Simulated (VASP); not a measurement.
# CdRe2 (Fd-3m) in VASP: a series of runs

CdRe2 is run at these levels: PBE; tasks: single point, relaxation of cell and atoms.

Program: VASP 6.6.1. These are calculated values, not measurements. Logs are shortened: lines on timing, memory, paths and dates and some standing lists are left out, and cuts for length are marked.

## 1. The cell of the first run

It takes space group Fd-3m (No. 227, cubic). Conventional cell: a = 7.479 Å, b = 7.479 Å, c = 7.479 Å, α = 90.00°, β = 90.00°, γ = 90.00°. Within 4.1 Å of Cd (site symmetry -43m) lie 12 Re at 3.10 Å and 4 Cd at 3.24 Å. Within 3.5 Å of Re (site symmetry -3m) lie 6 Re at 2.64 Å and 6 Cd at 3.10 Å.

The cell was generated, and may not be a known phase.

## 2. Single point, PBE

Input file INCAR:

```
SYSTEM = CdRe2
PREC = Accurate
ENCUT = 520
EDIFF = 1E-7
ISMEAR = 0
SIGMA = 0.1
LREAL = .FALSE.
LASPH = .TRUE.
NELM = 80
ALGO = Normal
ISIF = 2
LWAVE = .FALSE.
LCHARG = .TRUE.
GGA = PE
LELF = .TRUE.
LVHAR = .TRUE.
NBANDS = 35
```

Input file KPOINTS:

```
regular mesh
0
G
  4 4 4
  0 0 0
```

Input file POSCAR:

```
CdRe2
1.0
    0.0000000000      3.7396063785      3.7396063785
    3.7396063785      0.0000000000      3.7396063785
    3.7396063785      3.7396063785      0.0000000000
Cd Re
2 4
Direct
    0.0000000000      0.0000000000      0.0000000000
    0.2500000000      0.2500000000      0.2500000000
    0.6250000000      0.6250000000      0.6250000000
    0.1250000000      0.6250000000      0.6250000000
    0.6250000000      0.6250000000      0.1250000000
    0.6250000000      0.1250000000      0.6250000000
```

Potentials or basis: VASP PAW PBE potentials, release 64 (Cd, Re).

Started as:

```
$ cat potpaw_PBE.64/Cd/POTCAR potpaw_PBE.64/Re/POTCAR > POTCAR
$ mpirun -np 1 vasp_std > vasp.out
```

OUTCAR:

```text
SYSTEM = CdRe2
   PREC = Accurate
   ENCUT = 520
   EDIFF = 1E-7
   ISMEAR = 0
   LREAL = .FALSE.
   LASPH = .TRUE.
   NELM = 80
   ISIF = 2
   GGA = PE

 ion  position               nearest neighbor table
   1  0.000  0.000  0.000-   3 3.10   5 3.10   6 3.10   3 3.10   4 3.10   5 3.10   3 3.10   4 3.10
                             6 3.10   4 3.10   5 3.10   6 3.10   2 3.24   2 3.24   2 3.24   2 3.24
   2  0.250  0.250  0.250-   4 3.10   5 3.10   6 3.10   3 3.10   4 3.10   6 3.10   3 3.10   4 3.10
                             5 3.10   3 3.10   5 3.10   6 3.10   1 3.24   1 3.24   1 3.24   1 3.24
   3  0.625  0.625  0.625-   4 2.64   5 2.64   6 2.64   5 2.64   6 2.64   4 2.64   1 3.10   2 3.10
                             1 3.10   2 3.10   1 3.10   2 3.10
   4  0.125  0.625  0.625-   3 2.64   5 2.64   6 2.64   3 2.64   5 2.64   6 2.64   2 3.10   1 3.10
                             1 3.10   2 3.10   2 3.10   1 3.10
   5  0.625  0.625  0.125-   3 2.64   3 2.64   4 2.64   6 2.64   6 2.64   4 2.64   1 3.10   2 3.10
                             1 3.10   2 3.10   1 3.10   2 3.10
   6  0.625  0.125  0.625-   3 2.64   5 2.64   3 2.64   4 2.64   5 2.64   4 2.64   2 3.10   1 3.10
                             2 3.10   2 3.10   1 3.10   1 3.10

  LATTYP: Found a face centered cubic cell.
 ALAT       =     7.4792127570

  Lattice vectors:

 A1 = (   0.0000000000,   3.7396063785,   3.7396063785)
 A2 = (   3.7396063785,   0.0000000000,   3.7396063785)
 A3 = (   3.7396063785,   3.7396063785,   0.0000000000)

Analysis of symmetry for initial positions (statically):
=====================================================================
 Subroutine PRICEL returns:
 Original cell was already a primitive cell.

 Routine SETGRP: Setting up the symmetry group for a
 face centered cubic supercell.

 Subroutine GETGRP returns: Found 48 space group operations
 (whereof 24 operations were pure point group operations)
 out of a pool of 48 trial point group operations.

The static configuration has the point symmetry T_d .
 The point group associated with its full space group is O_h .

Analysis of symmetry for dynamics (positions and initial velocities):
=====================================================================
 Subroutine PRICEL returns:
 Original cell was already a primitive cell.

 Routine SETGRP: Setting up the symmetry group for a
 face centered cubic supercell.

 Subroutine GETGRP returns: Found 48 space group operations
 (whereof 24 operations were pure point group operations)
 out of a pool of 48 trial point group operations.

The dynamic configuration has the point symmetry T_d .
 The point group associated with its full space group is O_h .

 Subroutine INISYM returns: Found 48 space group operations
 (whereof 24 operations are pure point group operations),
 and found     1 'primitive' translations

----------------------------------------------------------------------------------------

                                     Primitive cell

  volume of cell :     104.5942

  direct lattice vectors                    reciprocal lattice vectors
     0.000000000  3.739606378  3.739606378    -0.133703911  0.133703911  0.133703911
     3.739606378  0.000000000  3.739606378     0.133703911 -0.133703911  0.133703911
     3.739606378  3.739606378  0.000000000     0.133703911  0.133703911 -0.133703911

  length of vectors
     5.288602058  5.288602058  5.288602058     0.231581968  0.231581968  0.231581968

  position of ions in fractional coordinates (direct lattice)
     0.000000000  0.000000000  0.000000000
     0.250000000  0.250000000  0.250000000
     0.625000000  0.625000000  0.625000000
     0.125000000  0.625000000  0.625000000
     0.625000000  0.625000000  0.125000000
     0.625000000  0.125000000  0.625000000

  ion indices of the primitive-cell ions
   primitive index   ion index
                 1           1
                 2           2
                 3           3
                 4           4
                 5           5
                 6           6

----------------------------------------------------------------------------------------

 KPOINTS: regular mesh

Automatic generation of k-mesh.
 Grid dimensions read from file:
 generate k-points for:    4    4    4

 Generating k-lattice:

  Cartesian coordinates                     Fractional coordinates (reciprocal lattice)
    -0.033425978  0.033425978  0.033425978     0.250000000  0.000000000  0.000000000
     0.033425978 -0.033425978  0.033425978     0.000000000  0.250000000  0.000000000
     0.033425978  0.033425978 -0.033425978     0.000000000  0.000000000  0.250000000

  Length of vectors
     0.057895492  0.057895492  0.057895492

  Shift w.r.t. Gamma in fractional coordinates (k-lattice)
     0.000000000  0.000000000  0.000000000

 Subroutine IBZKPT returns following result:
 ===========================================

 Found      8 irreducible k-points:

 Following reciprocal coordinates:
[... 28 lines left out ...]
   LREAL  =      F    real-space projection
   EDIFFG = 0.1E-05   stopping-criterion for IOM
   NSW    =      0    number of steps for IOM
   IBRION =     -1    ionic relax: 0-MD 1-quasi-New 2-CG
   NFREE  =      0    steps in history (QN), initial steepest desc. (CG)
   ISIF   =      2    stress and relaxation
   ISYM   =      2    0-nonsym 1-usesym 2-fastsym
   POTIM  = 0.5000    time-step for ionic-motion
   TEBEG  =    0.0;   TEEND  =   0.0 temperature during run
   PSTRESS=    0.0 pullay stress
   NELECT =      52.0000    total number of electrons
   NUPDOWN=      -1.0000    fix difference up-down
   EMIN   =  10.00;   EMAX   =-10.00  energy-range for DOS
   EFERMI =   0.00;   METHOD = LEGACY
   ISMEAR =     0;   SIGMA  =   0.10  broadening in eV -4-tet -1-fermi 0-gaus
   EFERMI_NEDOS =   21; number of points for ismear=-14 and -15
   IALGO  =     38    algorithm
   IMIX   =      4    mixing-type and parameters
     AMIX     =   0.40;   BMIX     =  1.00
     AMIX_MAG =   1.60;   BMIX_MAG =  1.00
  volume/ion in A,a.u.               =      17.43       117.64
  Fermi-wavevector in a.u.,A,eV,Ry     =   1.296901  2.450787 22.884338  1.681951
  Thomas-Fermi vector in A             =   2.428327
   LORBIT       =      0    0 simple, 1 ext, 2 COOP (PROOUT), +10 PAW based schemes
   GGA     = PE    functional components
   LHFCALC =     F    Hartree Fock is set to
   AEXX    =    0.0000 exact exchange contribution
   IVDW    =     0    specifies the selected vdW correction
   LEPSILON=     F    determine dielectric tensor
   LRPA    =     F    only Hartree local field effects (RPA)
 non-spin polarized calculation
 Gauss-broadening in eV      SIGMA  =   0.10
  energy-cutoff  :      520.00
  volume of cell :      104.59
 maximum number of plane-waves:      2832
   NGX = 19   NGY = 19   NGZ = 19

 number of electron      51.9999988 magnetization

 Free energy of the ion-electron system (eV)
  ---------------------------------------------------
  ext. energy  EPLUGINS =         0.00000000
  ---------------------------------------------------
  free energy    TOTEN  =       -47.60088653 eV

  energy without entropy =      -47.56957473  energy(sigma->0) =      -47.58523063

 E-fermi :   5.7192     XC(G=0): -12.5219

 val. band max:        5.7090417085   @ k =   0.5000   0.2500   0.0000
 cond. band min:       5.8083471197   @ k =   0.5000   0.2500   0.0000
 fundamental gap:      0.0993054112
 Fermi energy:         5.7192420683

 k-point     1 :       0.0000    0.0000    0.0000
  band No.  band energies     occupation
      1      -3.8855      2.00000
      2      -3.1320      2.00000
      3      -3.1320      2.00000
      4      -3.1320      2.00000
      5      -3.0590      2.00000
      6      -3.0590      2.00000
[... 27 lines left out ...]
     34      10.1952      0.00000
     35      10.5983      0.00000

 k-point     2 :       0.2500    0.0000    0.0000
  band No.  band energies     occupation
      1      -3.2867      2.00000
      2      -3.1873      2.00000
      3      -3.1873      2.00000
      4      -2.9974      2.00000
      5      -2.9859      2.00000
      6      -2.9859      2.00000
[... 27 lines left out ...]
     34       8.5938      0.00000
     35       8.8193      0.00000
[... 188 lines left out ...]
     34       7.5648      0.00000
     35      10.1209      0.00000

 k-point     8 :      -0.2500    0.5000    0.2500
  band No.  band energies     occupation
      1      -3.2584      2.00000
      2      -3.2584      2.00000
      3      -3.0110      2.00000
      4      -3.0110      2.00000
      5      -2.9487      2.00000
      6      -2.9487      2.00000
[... 27 lines left out ...]
     34       8.0584      0.00000
     35      10.6375      0.00000

------------------------ aborting loop because EDIFF is reached ----------------------------------------

  FORCE on cell =-STRESS in cart. coord.  units (eV):
  Direction    XX          YY          ZZ          XY          YZ          ZX
  --------------------------------------------------------------------------------------
  -------------------------------------------------------------------------------------
  Total       -0.1058265     -0.1058265     -0.1058265      0.0000000      0.0000000     -0.0000000
  in kB       -1.6210540     -1.6210540     -1.6210540      0.0000000      0.0000000     -0.0000000
  external PRESSURE =      -1.6210540 kB  Pullay stress =       0.0000000 kB

 VOLUME and BASIS-vectors are now :
 -----------------------------------------------------------------------------
  energy-cutoff  :      520.00
  volume of cell :      104.59
      direct lattice vectors                 reciprocal lattice vectors
     0.000000000  3.739606378  3.739606378    -0.133703911  0.133703911  0.133703911
     3.739606378  0.000000000  3.739606378     0.133703911 -0.133703911  0.133703911
     3.739606378  3.739606378  0.000000000     0.133703911  0.133703911 -0.133703911

 POSITION                                       TOTAL-FORCE (eV/Angst)
 -----------------------------------------------------------------------------------
      0.00000      0.00000      0.00000        -0.000000     -0.000000     -0.000000
      1.86980      1.86980      1.86980         0.000000      0.000000      0.000000
      4.67451      4.67451      4.67451        -0.000000     -0.000000     -0.000000
      4.67451      2.80470      2.80470        -0.000000      0.000000     -0.000000
      2.80470      2.80470      4.67451        -0.000000     -0.000000     -0.000000
      2.80470      4.67451      2.80470        -0.000000     -0.000000     -0.000000
 -----------------------------------------------------------------------------------
    total drift:                               -0.000000     -0.000000      0.000000

  FREE ENERGIE OF THE ION-ELECTRON SYSTEM (eV)
  ---------------------------------------------------
  free  energy   TOTEN  =       -47.6008865308 eV

  energy  without entropy=      -47.5695747316  energy(sigma->0) =      -47.58523063
```

It took 83 s on 1 thread of Intel Xeon Platinum 8259CL at 2.50GHz (Skylake/Cascade Lake), shared host; peak memory 0.22 GiB.

What came out:

| Quantity | Value |
| --- | --- |
| Free energy | -47.6009 eV |
| Pressure | -0.2 GPa |
| Band gap on the k mesh | zero (bands 26 and 27 overlap by 1.78 eV) |

Caveat: the k points lie up to 0.36 Å⁻¹ apart, too coarse for converged energies and pressures of a metal; spin-orbit coupling is left out, which moves the levels of the heavy elements.

## 3. Single point, PBE

This run uses another cell than the first one, of 18.45 Å³/atom.

Input file INCAR:

```
SYSTEM = CdRe2
PREC = Accurate ; ENCUT = 520
EDIFF = 1E-6 ; ISMEAR = 0
SIGMA = 0.1 ; LREAL = .FALSE.
LASPH = .TRUE. ; NELM = 80
ALGO = Normal ; ISIF = 2
LWAVE = .FALSE. ; LCHARG = .TRUE.
GGA = PE ; LELF = .TRUE.
LVHAR = .TRUE. ; NBANDS = 35
```

Input file KPOINTS:

```
Automatic mesh
0
G
  4 4 4
  0 0 0
```

POSCAR: that of step 2 with these lines changed.

```diff
@@ -2,5 +2,5 @@
 1.0
-    0.0000000000      3.7396063785      3.7396063785
-    3.7396063785      0.0000000000      3.7396063785
-    3.7396063785      3.7396063785      0.0000000000
+    0.0000000000      3.8113296100      3.8113296100
+    3.8113296100      0.0000000000      3.8113296100
+    3.8113296100      3.8113296100      0.0000000000
 Cd Re
```

Potentials or basis: VASP PAW PBE potentials, release 64 (Cd, Re).

Started as:

```
$ cat potpaw_PBE.64/Cd/POTCAR potpaw_PBE.64/Re/POTCAR > POTCAR
$ mpirun -np 1 vasp_std > vasp.out
```

It took 67 s on 1 thread of Intel Xeon Platinum 8259CL at 2.50GHz (Skylake/Cascade Lake), shared host; peak memory 0.23 GiB.

The run converged. Its results:

* Free energy: -47.3817 eV
* Pressure: -10.8 GPa
* Band gap on the k mesh: zero (bands 26 and 27 overlap by 1.68 eV)

Levels at points of the mesh, in eV from the Fermi level:
```csv
k point,band 24,band 25,band 26,band 27,band 28,band 29
"(0.00, 0.00, 0.00)",0.81,0.94,0.94,0.94,0.97,0.97
"(0.50, 0.00, 0.00)",-1.55,-1.01,-1.01,0.65,0.94,0.94
"(0.50, 0.50, 0.00)",-1.57,-1.10,-1.10,-0.74,-0.74,0.98
```

Caveat: the cell stands under tension; spin-orbit coupling is left out, which moves the levels of the heavy elements.

## 4. Relaxation of cell and atoms, PBE

This run uses another cell than the first one, of 18.45 Å³/atom.

Input file INCAR:

```
PREC = Accurate
ENCUT = 600
EDIFF = 1E-6
ISMEAR = 0
SIGMA = 0.1
LREAL = False
LASPH = True
NELM = 60
ALGO = Fast
ISIF = 3
LWAVE = False
LCHARG = False
GGA = PE
IBRION = 2
NSW = 90
EDIFFG = -0.04
```

Input file KPOINTS:

```
regular mesh
0
Gamma
  4 4 4
```

POSCAR is that of step 3.

Started as:

```
$ cat potpaw_PBE.64/Cd/POTCAR potpaw_PBE.64/Re/POTCAR > POTCAR
$ mpirun -np 1 vasp_std > vasp.out
```

Wall time 8.3 min (1 thread of Intel Xeon Platinum 8259CL at 2.50GHz (Skylake/Cascade Lake), shared host); peak memory 0.35 GiB.

It converged, with:

- Free energy: -47.6062 eV
- Relaxed volume: 17.43 Å³/atom
- Relaxed cell: a = 5.288 Å, b = 5.288 Å, c = 5.288 Å, α = 60.00°, β = 60.00°, γ = 60.00°
- Space group after relaxing (to 0.1 Å): Fd-3m (No. 227)
- Energy gained by relaxing: 36.9 meV/atom
- Ionic steps: 4
- Pressure after relaxing: -0.1 GPa
- Band gap on the k mesh: zero (bands 26 and 27 overlap by 1.78 eV)

Step by step:
```
step  energy change (eV)  largest force (eV/Å)  pressure (GPa)  volume (Å³)
   1              0.0000                0.0000          -10.81       110.73
   2              1.0691                0.0000           37.06        91.96
   3             -0.2208                0.0000           -0.59       104.81
   4             -0.2214                0.0000           -0.06       104.57
```

Final structure:
```
Cd Re
1.0
     0.00000    3.73929    3.73929
     3.73929    0.00000    3.73929
     3.73929    3.73929    0.00000
Cd Re
2 4
Direct
  0.00000 0.00000 0.00000
  0.25000 0.25000 0.25000
  0.62500 0.62500 0.62500
  0.12500 0.62500 0.62500
  0.62500 0.62500 0.12500
  0.62500 0.12500 0.62500
```

Levels at points of the mesh, in eV from the Fermi level:
| k point | band 24 | band 25 | band 26 | band 27 | band 28 | band 29 |
| --- | --- | --- | --- | --- | --- | --- |
| (0.00, 0.00, 0.00) | 0.90 | 0.97 | 0.97 | 0.97 | 1.06 | 1.06 |
| (0.50, 0.00, 0.00) | -1.65 | -1.04 | -1.04 | 0.71 | 1.03 | 1.03 |
| (0.50, 0.50, 0.00) | -1.69 | -1.16 | -1.16 | -0.80 | -0.80 | 1.06 |

Caveat: spin-orbit coupling is left out, which moves the levels of the heavy elements.

## 5. Single point, PBE, collinear spin

Input file INCAR:

```
ALGO     = Fast           # electronic algorithm
EDIFF    = 1E-7           # SCF threshold, eV
ENCUT    = 520            # plane-wave cutoff, eV
GGA      = PE             # functional
ISIF     = 2              # what is computed and relaxed
ISMEAR   = 0              # smearing method
ISPIN    = 2              # spin polarisation
LASPH    = T              # aspherical terms in the spheres
LCHARG   = F              # write CHGCAR
LMAXMIX  = 4              # l up to which the mixer works
LORBIT   = 11             # projections on sites
LREAL    = F              # projectors in reciprocal space
LWAVE    = F              # write WAVECAR
MAGMOM   = 0 0 1 1 1 1    # initial moments
NBANDS   = 39             # bands
NELM     = 150            # most SCF steps
PREC     = Accurate       # precision mode
SIGMA    = 0.1            # smearing width, eV
```

Input file KPOINTS:

```
k-points
0
Gamma
  4 4 4
```

Input file POSCAR:

```
CdRe2
1.0
    0.0000000000      3.7396063785      3.7396063785
    3.7396063785      0.0000000000      3.7396063785
    3.7396063785      3.7396063785      0.0000000000
Cd Re
2 4
Direct
    0.5000000000      0.5000000000      0.5000000000
    0.7500000000      0.7500000000      0.7500000000
    0.1250000000      0.1250000000      0.1250000000
    0.6250000000      0.1250000000      0.1250000000
    0.1250000000      0.1250000000      0.6250000000
    0.1250000000      0.6250000000      0.1250000000
```

Started as:

```
$ cat potpaw_PBE.64/Cd/POTCAR potpaw_PBE.64/Re/POTCAR > POTCAR
$ mpirun -np 1 vasp_std > vasp.out
```

It took 2.4 min on 1 thread of Intel Xeon Platinum 8259CL at 2.50GHz (Skylake/Cascade Lake), shared host; peak memory 0.3 GiB.

Results (log left out):

| Property | Result |
| --- | --- |
| Free energy | -47.6009 eV |
| Pressure | -0.2 GPa |
| Band gap on the k mesh | zero (filled and empty bands overlap) |
| Net moment | 0.00 μB per cell |
| Valence electrons inside the program's atomic spheres | Cd 10.32; Re 6.00 |

Levels at points of the mesh, in eV from the Fermi level:
Spin up:
| k point | band 22 | band 23 | band 24 | band 25 | band 26 | band 27 | band 28 | band 29 | band 30 | band 31 |
| --- | --- | --- | --- | --- | --- | --- | --- | --- | --- | --- |
| (0.00, 0.00, 0.00) | 0.88 | 0.88 | 0.88 | 0.97 | 0.97 | 0.97 | 1.06 | 1.06 | 1.06 | 1.40 |
| (0.50, 0.00, 0.00) | -2.19 | -1.65 | -1.65 | -1.04 | -1.04 | 0.70 | 1.02 | 1.02 | 1.28 | 1.28 |
| (0.50, 0.50, 0.00) | -2.31 | -1.69 | -1.69 | -1.16 | -1.16 | -0.80 | -0.80 | 1.06 | 1.06 | 1.32 |
Spin down:
```
           k point  band 23  band 24  band 25  band 26  band 27  band 28  band 29  band 30
(0.00, 0.00, 0.00)     0.88     0.88     0.97     0.97     0.97     1.06     1.06     1.06
(0.50, 0.00, 0.00)    -1.65    -1.65    -1.04    -1.04     0.70     1.02     1.02     1.28
(0.50, 0.50, 0.00)    -1.69    -1.69    -1.16    -1.16    -0.80    -0.80     1.06     1.06
```

Caveat: the k points lie up to 0.36 Å⁻¹ apart, too coarse for converged energies and pressures of a metal; spin-orbit coupling is left out, which moves the levels of the heavy elements.

## 6. The runs side by side

| task | spin | cell | cutoff (eV) | gap on the mesh (eV) | pressure (GPa) |
| --- | --- | --- | --- | --- | --- |
| single point | off | a = 5.289 Å, angles 60.0°, 6 atoms | 520 | none | -0.2 |
| single point | off | a = 5.390 Å, angles 60.0°, 6 atoms | 520 | none | -10.8 |
| relaxation of cell and atoms | off | relaxed from a = 5.390 Å, angles 60.0°, 6 atoms | 600 | none | -0.1 |
| single point | collinear | a = 5.289 Å, angles 60.0°, 6 atoms | 520 | none | -0.2 |

Alike in all rows: level PBE; potentials or basis VASP PAW PBE potentials, release 64 (Cd, Re); k mesh 4 × 4 × 4; smearing gaussian 0.1 eV.

Caveats: some runs use coarse meshes; spin-orbit coupling is left out, which moves the levels of the heavy elements; the cell stands under tension (at least some runs).

Absolute energies hang on the potentials; compare differences alone.

The gap in the log of VASP goes by the Fermi energy; the results here count the filled bands.